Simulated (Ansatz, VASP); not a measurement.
One calculation of InP, two programs

The input INCAR:

```
  ALGO = Normal
  EDIFF = 1E-6
  ENCUT = 500
  GGA = LIBXC
  GGA_COMPAT = False
  ISIF = 2
  ISMEAR = -1
  LASPH = True
  LCHARG = False
  LIBXC1 = GGA_X_B88
  LIBXC2 = GGA_C_PBE
  LREAL = False
  LWAVE = False
  NBANDS = 16
  NELM = 120
  PREC = Accurate
  SIGMA = 0.05
```

KPOINTS

```
k-points
0
Gamma
  8 8 8
```

File POSCAR:

```
InP
1.0
    0.0000000000      2.9879753761      2.9879753761
    2.9879753761      0.0000000000      2.9879753761
    2.9879753761      2.9879753761      0.0000000000
In P
1 1
Direct
    0.0000000000      0.0000000000      0.0000000000
    0.7500000000      0.7500000000      0.7500000000
```

input.yaml

```yaml
crystal:
  lattice:
    - [0.0, 2.9879753761, 2.9879753761]
    - [2.9879753761, 0.0, 2.9879753761]
    - [2.9879753761, 2.9879753761, 0.0]
  atoms:
    - { symbol: In, position: [0.0, 0.0, 0.0] }
    - { symbol: P, position: [0.75, 0.75, 0.75] }
hamiltonian:
  xc: { exchange: b88, correlation: pbe }
  pseudopotentials: { kind: paw }
kpoints:
  mp_grid: { grid: [8, 8, 8] }
scf:
  occupations: { method: fermi_dirac, width: 0.05 }
output:
  forces: true
  stress: true
  eigenvalues: true
```

Alike in both runs: task single point; functional b88 exchange, pbe correlation; k mesh 8 × 8 × 8; occupations fermi-dirac, width 0.05 eV; no spin polarisation.

```csv
,VASP,Ansatz
version,VASP 6.6.1,Ansatz 0.2.0
potentials or method,"VASP PAW PBE potentials, release 64 (In_d, P)",Ansatz PAW
plane-wave cutoff (eV),500,420
valence electrons in the cell,18,18
```

Ansatz gave:

| Property | Result |
| --- | --- |
| gap on the k mesh at the Fermi level (eV) | 0.38 |
| least direct gap on the mesh (eV) | 0.38 |
| pressure (GPa) | -0.6 |

Problem. What did VASP give for the same quantities?

Solution. gap on the k mesh at the Fermi level (eV): 0.37; least direct gap on the mesh (eV): 0.37; pressure (GPa): -0.6.

VASP's potentials were made for PBE, not for b88 exchange, pbe correlation. With one functional, cell and mesh, what is left measures potentials, basis and numerics.
